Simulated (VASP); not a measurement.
# Y in VASP: a series of runs

The runs below take Y through single point, relaxation of cell and atoms, with PBE.

All numbers are computed with VASP 6.6.1; they aren't measurements. Logs are shortened: lines on timing, memory, paths and dates and some standing lists are left out, and cuts for length are marked.

### Step 1. The cell of the first run

Symmetry: I4/mmm, No. 139, tetragonal system. Conventional cell: a = 3.592 Å, b = 3.592 Å, c = 5.038 Å, α = 90.00°, β = 90.00°, γ = 90.00°. Within 4.7 Å of Y (site symmetry 4/mmm) lie 12 Y at 3.58 to 3.59 Å.

### Step 2. Single point, PBE

INCAR

```
PREC     = Accurate       # precision mode
ENCUT    = 520            # plane-wave cutoff, eV
EDIFF    = 1E-6           # SCF threshold, eV
ISMEAR   = 0              # smearing method
SIGMA    = 0.1            # smearing width, eV
LREAL    = False          # projectors in reciprocal space
LASPH    = True           # aspherical terms in the spheres
NELM     = 80             # most SCF steps
ALGO     = Fast           # electronic algorithm
ISIF     = 2              # what is computed and relaxed
LWAVE    = False          # write WAVECAR
LCHARG   = True           # write CHGCAR
GGA      = PE             # functional
LELF     = True           # ELF
LVHAR    = True         
NBANDS   = 12             # bands
```

KPOINTS

```
Automatic mesh
0
Gamma
  8 8 8
```

POSCAR

```
Y
1.0
   -1.7958696194      1.7958696194      2.5190981355
    1.7958696194     -1.7958696194      2.5190981355
    1.7958696194      1.7958696194     -2.5190981355
Y
1
Direct
    0.0000000000      0.0000000000      0.0000000000
```

Potentials or basis: VASP PAW PBE potentials, release 64 (Y_sv).

The run is started by

```console
$ cat potpaw_PBE.64/Y_sv/POTCAR > POTCAR
$ mpirun -np 1 vasp_std > vasp.out
```

OUTCAR:

```text
PREC = Accurate
   ENCUT = 520
   EDIFF = 1E-6
   ISMEAR = 0
   LREAL = False
   LASPH = True
   NELM = 80
   ISIF = 2
   GGA = PE

 ion  position               nearest neighbor table
   1  0.000  0.000  0.000-

  LATTYP: Found a body centered tetragonal cell.
 ALAT       =     3.5917392388
 C/A-ratio  =     1.4027177186

  Lattice vectors:

 A1 = (  -1.7958696194,   1.7958696194,   2.5190981355)
 A2 = (   1.7958696194,  -1.7958696194,   2.5190981355)
 A3 = (   1.7958696194,   1.7958696194,  -2.5190981355)

Analysis of symmetry for initial positions (statically):
=====================================================================
 Subroutine PRICEL returns:
 Original cell was already a primitive cell.

 Routine SETGRP: Setting up the symmetry group for a
 body centered tetragonal supercell.

 Subroutine GETGRP returns: Found 16 space group operations
 (whereof 16 operations were pure point group operations)
 out of a pool of 16 trial point group operations.

The static configuration has the point symmetry D_4h.

Analysis of symmetry for dynamics (positions and initial velocities):
=====================================================================
 Subroutine PRICEL returns:
 Original cell was already a primitive cell.

 Routine SETGRP: Setting up the symmetry group for a
 body centered tetragonal supercell.

 Subroutine GETGRP returns: Found 16 space group operations
 (whereof 16 operations were pure point group operations)
 out of a pool of 16 trial point group operations.

The dynamic configuration has the point symmetry D_4h.

 Subroutine INISYM returns: Found 16 space group operations
 (whereof 16 operations are pure point group operations),
 and found     1 'primitive' translations

----------------------------------------------------------------------------------------

                                     Primitive cell

  volume of cell :      32.4979

  direct lattice vectors                    reciprocal lattice vectors
    -1.795869619  1.795869619  2.519098136     0.000000000  0.278416648  0.198483732
     1.795869619 -1.795869619  2.519098136     0.278416648  0.000000000  0.198483732
     1.795869619  1.795869619 -2.519098136     0.278416648  0.278416648  0.000000000

  length of vectors
     3.577170781  3.577170781  3.577170781     0.341923415  0.341923415  0.393740600

  position of ions in fractional coordinates (direct lattice)
     0.000000000  0.000000000  0.000000000

  ion indices of the primitive-cell ions
   primitive index   ion index
                 1           1

----------------------------------------------------------------------------------------

 KPOINTS: Automatic mesh

Automatic generation of k-mesh.
 Grid dimensions read from file:
 generate k-points for:    8    8    8

 Generating k-lattice:

  Cartesian coordinates                     Fractional coordinates (reciprocal lattice)
     0.000000000  0.034802081  0.024810467     0.125000000 -0.000000000  0.000000000
     0.034802081  0.000000000  0.024810467    -0.000000000  0.125000000  0.000000000
     0.034802081  0.034802081  0.000000000     0.000000000  0.000000000  0.125000000

  Length of vectors
     0.042740427  0.042740427  0.049217575

  Shift w.r.t. Gamma in fractional coordinates (k-lattice)
     0.000000000  0.000000000  0.000000000

 Subroutine IBZKPT returns following result:
 ===========================================

 Found     59 irreducible k-points:

 Following reciprocal coordinates:
            Coordinates               Weight
  0.000000  0.000000  0.000000      1.000000
  0.125000  0.000000  0.000000      8.000000
  0.250000  0.000000  0.000000      8.000000
  0.375000 -0.000000  0.000000      8.000000
  0.500000  0.000000  0.000000      4.000000
  0.125000  0.125000  0.000000      8.000000
[... 16 lines left out ...]
  0.250000  0.125000  0.125000     16.000000
  0.375000  0.125000  0.125000      8.000000
 [... further k-points ...]
   k-points           NKPTS =     59   k-points in BZ     NKDIM =     59   number of bands    NBANDS=     12
   number of dos      NEDOS =    301   number of ions     NIONS =      1
   total plane-waves  NPLWV =  21952
   dimension x,y,z NGX =    28 NGY =   28 NGZ =   28
   dimension x,y,z NGXF=    56 NGYF=   56 NGZF=   56
   ions per type =               1
   NGX,Y,Z   is equivalent  to a cutoff of  13.01, 13.01, 13.01 a.u.
   NGXF,Y,Z  is equivalent  to a cutoff of  26.03, 26.03, 26.03 a.u.
 SYSTEM =  unknown system
   PREC   = accura    normal or accurate (medium, high low for compatibility)
   ISTART =      0    job   : 0-new  1-cont  2-samecut
   ICHARG =      2    charge: 1-file 2-atom 10-const
   ISPIN  =      1    spin polarized calculation?
   LNONCOLLINEAR =      F non collinear calculations
   LSORBIT =      F    spin-orbit coupling
   LASPH  =      T    aspherical Exc in radial PAW
   ENCUT  =  520.0 eV  38.22 Ry    6.18 a.u.   6.65  6.65  6.65*2*pi/ulx,y,z
   NELM   =     80;   NELMIN=  2; NELMDL= -5     # of ELM steps
   EDIFF  = 0.1E-05   stopping-criterion for ELM
   LREAL  =      F    real-space projection
   EDIFFG = 0.1E-04   stopping-criterion for IOM
   NSW    =      0    number of steps for IOM
   IBRION =     -1    ionic relax: 0-MD 1-quasi-New 2-CG
   NFREE  =      0    steps in history (QN), initial steepest desc. (CG)
   ISIF   =      2    stress and relaxation
   ISYM   =      2    0-nonsym 1-usesym 2-fastsym
   POTIM  = 0.5000    time-step for ionic-motion
   TEBEG  =    0.0;   TEEND  =   0.0 temperature during run
   PSTRESS=    0.0 pullay stress
   NELECT =      11.0000    total number of electrons
   NUPDOWN=      -1.0000    fix difference up-down
   EMIN   =  10.00;   EMAX   =-10.00  energy-range for DOS
   EFERMI =   0.00;   METHOD = LEGACY
   ISMEAR =     0;   SIGMA  =   0.10  broadening in eV -4-tet -1-fermi 0-gaus
   EFERMI_NEDOS =   21; number of points for ismear=-14 and -15
   IALGO  =     68    algorithm
   IMIX   =      4    mixing-type and parameters
     AMIX     =   0.40;   BMIX     =  1.00
     AMIX_MAG =   1.60;   BMIX_MAG =  1.00
  volume/ion in A,a.u.               =      32.50       219.31
  Fermi-wavevector in a.u.,A,eV,Ry     =   1.140917  2.156021 17.710599  1.301692
  Thomas-Fermi vector in A             =   2.277618
   LORBIT       =      0    0 simple, 1 ext, 2 COOP (PROOUT), +10 PAW based schemes
   GGA     = PE    functional components
   LHFCALC =     F    Hartree Fock is set to
   AEXX    =    0.0000 exact exchange contribution
   IVDW    =     0    specifies the selected vdW correction
   LEPSILON=     F    determine dielectric tensor
   LRPA    =     F    only Hartree local field effects (RPA)
 non-spin polarized calculation
 RMM-DIIS sequential band-by-band and
 Gauss-broadening in eV      SIGMA  =   0.10
  energy-cutoff  :      520.00
  volume of cell :       32.50
 maximum number of plane-waves:       893
   NGX = 13   NGY = 13   NGZ = 13

 number of electron      11.0000000 magnetization

 Free energy of the ion-electron system (eV)
  ---------------------------------------------------
  ext. energy  EPLUGINS =         0.00000000
  ---------------------------------------------------
  free energy    TOTEN  =        -6.41453599 eV

  energy without entropy =       -6.40949085  energy(sigma->0) =       -6.41201342

 E-fermi :   3.0865     XC(G=0):  -9.4654

 val. band max:        2.9845147095   @ k =  -0.3750  -0.3750   0.1250
 cond. band min:       3.1397542508   @ k =  -0.2500  -0.3750   0.1250
 fundamental gap:      0.1552395413
 Fermi energy:         3.0864683912

 k-point     1 :       0.0000    0.0000    0.0000
  band No.  band energies     occupation
      1     -39.5773      2.00000
      2     -19.2743      2.00000
      3     -19.2743      2.00000
      4     -19.2731      2.00000
      5      -1.6547      2.00000
      6       4.8697      0.00000
      7       4.8697      0.00000
      8       4.9339      0.00000
      9       6.8513      0.00000
     10       6.9459      0.00000
     11      12.0752      0.00000
     12      15.3011      0.00000

 k-point     2 :       0.1250    0.0000    0.0000
  band No.  band energies     occupation
      1     -39.5678      2.00000
      2     -19.3612      2.00000
      3     -19.2859      2.00000
      4     -19.2841      2.00000
      5      -1.2721      2.00000
      6       4.4928      0.00000
      7       5.0305      0.00000
      8       5.0777      0.00000
      9       6.6942      0.00000
     10       6.7736      0.00000
     11      12.8733      0.00000
     12      14.0390      0.00000

 k-point     3 :       0.2500    0.0000    0.0000
  band No.  band energies     occupation
      1     -39.5447      2.00000
      2     -19.5660      2.00000
      3     -19.3135      2.00000
      4     -19.3095      2.00000
      5      -0.2838      2.00000
      6       3.8230      0.00000
      7       5.1057      0.00000
      8       5.1744      0.00000
      9       6.8618      0.00000
     10       6.8905      0.00000
     11      12.2131      0.00000
     12      14.4856      0.00000
[... 286 lines left out ...]
 k-point    23 :       0.2500    0.1250    0.1250
  band No.  band energies     occupation
      1     -39.5092      2.00000
      2     -19.7195      2.00000
      3     -19.4775      2.00000
      4     -19.3772      2.00000
      5       1.5786      2.00000
      6       3.1463      0.39768
      7       3.8528      0.00000
      8       5.7441      0.00000
      9       7.2667      0.00000
     10       8.9779      0.00000
     11      11.3588      0.00000
     12      14.1528      0.00000

 k-point    24 :       0.3750    0.1250    0.1250
  band No.  band energies     occupation
      1     -39.5015      2.00000
      2     -19.7633      2.00000
      3     -19.4986      2.00000
      4     -19.3941      2.00000
      5       2.0688      2.00000
      6       2.9544      1.93828
      7       3.9396      0.00000
      8       5.5641      0.00000
      9       7.9621      0.00000
     10       9.3352      0.00000
     11      10.1512      0.00000
     12      13.7930      0.00000

 [... further k-points ...]

------------------------ aborting loop because EDIFF is reached ----------------------------------------

  FORCE on cell =-STRESS in cart. coord.  units (eV):
  Direction    XX          YY          ZZ          XY          YZ          ZX
  --------------------------------------------------------------------------------------
  -------------------------------------------------------------------------------------
  Total       -0.0836513     -0.0836513     -0.0228087      0.0000000      0.0000000      0.0000000
  in kB       -4.1240965     -4.1240965     -1.1244906      0.0000000      0.0000000      0.0000000
  external PRESSURE =      -3.1242279 kB  Pullay stress =       0.0000000 kB

 VOLUME and BASIS-vectors are now :
 -----------------------------------------------------------------------------
  energy-cutoff  :      520.00
  volume of cell :       32.50
      direct lattice vectors                 reciprocal lattice vectors
    -1.795869619  1.795869619  2.519098136     0.000000000  0.278416648  0.198483732
     1.795869619 -1.795869619  2.519098136     0.278416648  0.000000000  0.198483732
     1.795869619  1.795869619 -2.519098136     0.278416648  0.278416648  0.000000000

 POSITION                                       TOTAL-FORCE (eV/Angst)
 -----------------------------------------------------------------------------------
      0.00000      0.00000      0.00000        -0.000000      0.000000      0.000000
 -----------------------------------------------------------------------------------
    total drift:                               -0.000000     -0.000000     -0.000000

  FREE ENERGIE OF THE ION-ELECTRON SYSTEM (eV)
  ---------------------------------------------------
  free  energy   TOTEN  =        -6.4145359858 eV

  energy  without entropy=       -6.4094908466  energy(sigma->0) =       -6.41201342
```

Wall time 57 s (1 thread of Intel Xeon 8259CL, shared host); peak memory 0.18 GiB.

Results:

- Free energy: -6.4145 eV
- Pressure: -0.3 GPa
- Band gap on the k mesh: zero (an odd number of electrons rules out a gap without spin polarisation)

Levels at points of the mesh, in eV from the Fermi level:
| k point | band 2 | band 3 | band 4 | band 5 | band 6 | band 7 | band 8 | band 9 |
| --- | --- | --- | --- | --- | --- | --- | --- | --- |
| (0.00, 0.00, 0.00) | -22.36 | -22.36 | -22.36 | -4.74 | 1.78 | 1.78 | 1.85 | 3.76 |
| (0.50, 0.00, 0.00) | -22.93 | -22.44 | -22.43 | -1.96 | 0.64 | 1.60 | 1.68 | 5.24 |
| (0.50, 0.50, 0.00) | -22.89 | -22.56 | -22.56 | -1.73 | -0.85 | 2.07 | 5.28 | 5.64 |
| (0.50, 0.50, 0.50) | -22.89 | -22.57 | -22.57 | -1.72 | -0.87 | 2.17 | 5.27 | 5.68 |

### Step 3. Relaxation of cell and atoms, PBE

This run uses another cell than the first one, of 32.81 Å³/atom.

INCAR

```
SYSTEM = Y
ALGO = Normal ; EDIFF = 1E-6
EDIFFG = -0.04 ; ENCUT = 600
GGA = PE ; IBRION = 2
ISIF = 3 ; ISMEAR = 0
LASPH = .True. ; LCHARG = .False.
LREAL = .False. ; LWAVE = .False.
NELM = 100 ; NSW = 90
PREC = Accurate ; SIGMA = 0.1
```

KPOINTS

```
k-points
0
Gamma
  8 8 8
  0 0 0
```

POSCAR

```
Y
1.0
   -1.7576024950      1.7576024950      2.6549953114
    1.7576024950     -1.7576024950      2.6549953114
    1.7576024950      1.7576024950     -2.6549953114
Y
1
Direct
    0.0000000000      0.0000000000      0.0000000000
```

Potentials or basis: VASP PAW PBE potentials, release 64 (Y_sv).

The run is started by

```console
$ cat potpaw_PBE.64/Y_sv/POTCAR > POTCAR
$ mpirun -np 1 vasp_std > vasp.out
```

It took 2.7 min on 1 thread of Intel Xeon 8259CL, shared host; peak memory 0.21 GiB.

It converged, with:

```
Free energy                           : -6.4150 eV
Relaxed volume                        : 32.22 Å³/atom
Relaxed cell                          : a = 3.572 Å, b = 3.572 Å, c = 3.572 Å, α = 120.03°, β = 120.03°, γ = 89.96°
Space group after relaxing (to 0.1 Å) : Fm-3m (No. 225)
Energy gained by relaxing             : 12.4 meV/atom
Ionic steps                           : 5
Pressure after relaxing               : 0.0 GPa
Band gap on the k mesh                : zero (an odd number of electrons rules out a gap without spin polarisation)
```

Step by step:
```tsv
step	energy change (eV)	largest force (eV/Å)	pressure (GPa)	volume (Å³)
1	0.0000	0.0000	-0.63	32.81
2	-0.0080	0.0000	0.10	32.19
3	-0.0099	0.0000	0.63	31.78
4	-0.0100	0.0000	0.75	31.70
5	-0.0124	0.0000	0.04	32.22
```

Final structure:
```cif
data_structure
_symmetry_space_group_name_H-M 'P 1'
_symmetry_Int_Tables_number 1
_cell_length_a 3.5722
_cell_length_b 3.5722
_cell_length_c 3.5722
_cell_angle_alpha 120.025
_cell_angle_beta 120.025
_cell_angle_gamma 89.956
_cell_volume 32.22
loop_
_atom_site_label
_atom_site_type_symbol
_atom_site_fract_x
_atom_site_fract_y
_atom_site_fract_z
_atom_site_occupancy
Y1 Y 0.00000 0.00000 0.00000 1
```

Levels at points of the mesh, in eV from the Fermi level:
| k point | band 1 | band 2 | band 3 | band 4 | band 5 | band 6 | band 7 | band 8 | band 9 |
| --- | --- | --- | --- | --- | --- | --- | --- | --- | --- |
| (0.00, 0.00, 0.00) | -42.64 | -22.33 | -22.33 | -22.33 | -4.75 | 1.81 | 1.82 | 1.82 | 3.84 |
| (0.50, 0.00, 0.00) | -42.57 | -22.92 | -22.41 | -22.41 | -1.97 | 0.66 | 1.64 | 1.65 | 5.31 |
| (0.50, 0.50, 0.00) | -42.55 | -22.88 | -22.54 | -22.54 | -1.75 | -0.87 | 2.14 | 5.32 | 5.73 |
| (0.50, 0.50, 0.50) | -42.55 | -22.88 | -22.54 | -22.54 | -1.75 | -0.87 | 2.13 | 5.32 | 5.73 |

### Step 4. Single point, PBE

This run uses another cell than the first one, of 32.43 Å³/atom.

INCAR

```
SYSTEM = Y
PREC     = Accurate       ! precision mode
ENCUT    = 520            ! plane-wave cutoff, eV
EDIFF    = 1E-6           ! SCF threshold, eV
ISMEAR   = 0              ! smearing method
SIGMA    = 0.1            ! smearing width, eV
LREAL    = .FALSE.        ! projectors in reciprocal space
LASPH    = .TRUE.         ! aspherical terms in the spheres
NELM     = 60             ! most SCF steps
ALGO     = Normal         ! electronic algorithm
ISIF     = 2              ! what is computed and relaxed
LWAVE    = .FALSE.        ! write WAVECAR
LCHARG   = .FALSE.        ! write CHGCAR
GGA      = PE             ! functional
NBANDS   = 12             ! bands
```

KPOINTS

```
regular mesh
0
G
  18 18 18
  0 0 0
```

POSCAR

```
Y
1.0
    0.0000000000      2.5311042032      2.5311042032
    2.5311042032      0.0000000000      2.5311042032
    2.5311042032      2.5311042032      0.0000000000
Y
1
Direct
    0.0000000000      0.0000000000      0.0000000000
```

The run is started by

```console
$ cat potpaw_PBE.64/Y_sv/POTCAR > POTCAR
$ mpirun -np 1 vasp_std > vasp.out
```

Run time: 1.9 min. Hardware: 1 thread of Intel Xeon 8259CL, shared host; peak memory 0.23 GiB.

It converged, with:

| Item | Value |
| --- | --- |
| Free energy | -6.4114 eV |
| Pressure | -0.1 GPa |
| Band gap on the k mesh | zero (an odd number of electrons rules out a gap without spin polarisation) |

Levels at points of the mesh, in eV from the Fermi level:
```tsv
k point	band 2	band 3	band 4	band 5	band 6	band 7	band 8	band 9
(0.00, 0.00, 0.00)	-22.37	-22.37	-22.37	-4.76	1.79	1.79	1.79	3.80
(0.50, 0.00, 0.00)	-22.94	-22.44	-22.44	-1.98	0.62	1.62	1.62	5.26
(0.50, 0.50, 0.00)	-22.90	-22.57	-22.57	-1.75	-0.88	2.09	5.27	5.67
```

### Step 5. Relaxation of cell and atoms, PBE

INCAR

```
SYSTEM = Y
PREC = Accurate ; ENCUT = 600
EDIFF = 1E-6 ; ISMEAR = 0
SIGMA = 0.1 ; LREAL = .FALSE.
LASPH = .TRUE. ; NELM = 80
ALGO = Normal ; ISIF = 3
LWAVE = .FALSE. ; LCHARG = .FALSE.
GGA = PE ; IBRION = 2
NSW = 100 ; EDIFFG = -0.01
```

KPOINTS

```
Automatic mesh
0
G
  18 18 18
  0 0 0
```

POSCAR

```
Y
1.0
    0.0000000000      2.5328614932      2.5328614932
    2.5328614932      0.0000000000      2.5328614932
    2.5328614932      2.5328614932      0.0000000000
Y
1
Direct
    0.0000000000      0.0000000000      0.0000000000
```

The run is started by

```console
$ cat potpaw_PBE.64/Y_sv/POTCAR > POTCAR
$ mpirun -np 1 vasp_std > vasp.out
```

It took 3 min on 1 thread of Intel Xeon 8259CL, shared host; peak memory 0.26 GiB.

Results (log left out):

```yaml
Free_energy: -6.4115 eV
Relaxed_volume: 32.31 Å³/atom
Relaxed_cell: a = 3.575 Å, b = 3.575 Å, c = 3.575 Å, α = 60.00°, β = 60.00°, γ = 60.00°
Space_group_after_relaxing_to_0.1_Å: Fm-3m (No. 225)
Energy_gained_by_relaxing: 0.1 meV/atom
Ionic_steps: 2
Pressure_after_relaxing: 0.0 GPa
Band_gap_on_the_k_mesh: zero (an odd number of electrons rules out a gap without spin polarisation)
```

The path:
```csv
step,energy change (eV),largest force (eV/Å),pressure (GPa),volume (Å³)
1,0.0000,0.0000,-0.20,32.50
2,-0.0001,0.0000,0.03,32.31
```

Final structure:
```yaml
crystal:
  lattice:
    - [0.00000, 2.52785, 2.52785]
    - [2.52785, 0.00000, 2.52785]
    - [2.52785, 2.52785, 0.00000]
  atoms:
    - { symbol: Y, position: [0.00000, 0.00000, 0.00000] }
```

Levels at points of the mesh, in eV from the Fermi level:
```
           k point  band 1  band 2  band 3  band 4  band 5  band 6  band 7  band 8  band 9
(0.00, 0.00, 0.00)  -42.66  -22.36  -22.36  -22.36   -4.77    1.79    1.79    1.79    3.82
(0.50, 0.00, 0.00)  -42.60  -22.94  -22.43  -22.43   -1.99    0.63    1.63    1.63    5.28
(0.50, 0.50, 0.00)  -42.57  -22.90  -22.56  -22.56   -1.76   -0.88    2.11    5.29    5.70
```

### Step 6. The runs side by side

| task | cell | k mesh | cutoff (eV) | gap on the mesh (eV) | pressure (GPa) | relaxed volume (Å³/atom) |
| --- | --- | --- | --- | --- | --- | --- |
| single point | a = 3.577 Å, angles 119.7, 119.7, 90.5°, 1 atom | 8 × 8 × 8 | 520 | none | -0.3 | - |
| relaxation of cell and atoms | relaxed from a = 3.637 Å, angles 122.2, 122.2, 86.2°, 1 atom | 8 × 8 × 8 | 600 | none | 0.0 | 32.22 |
| single point | a = 3.580 Å, angles 60.0°, 1 atom | 18 × 18 × 18 | 520 | none | -0.1 | - |
| relaxation of cell and atoms | relaxed from a = 3.582 Å, angles 60.0°, 1 atom | 18 × 18 × 18 | 600 | none | 0.0 | 32.31 |

Alike in all rows: level PBE; potentials or basis VASP PAW PBE potentials, release 64 (Y_sv); no spin polarisation; smearing gaussian 0.1 eV.

Total energies depend on the potentials used, so only differences within one code and one set of settings carry meaning.
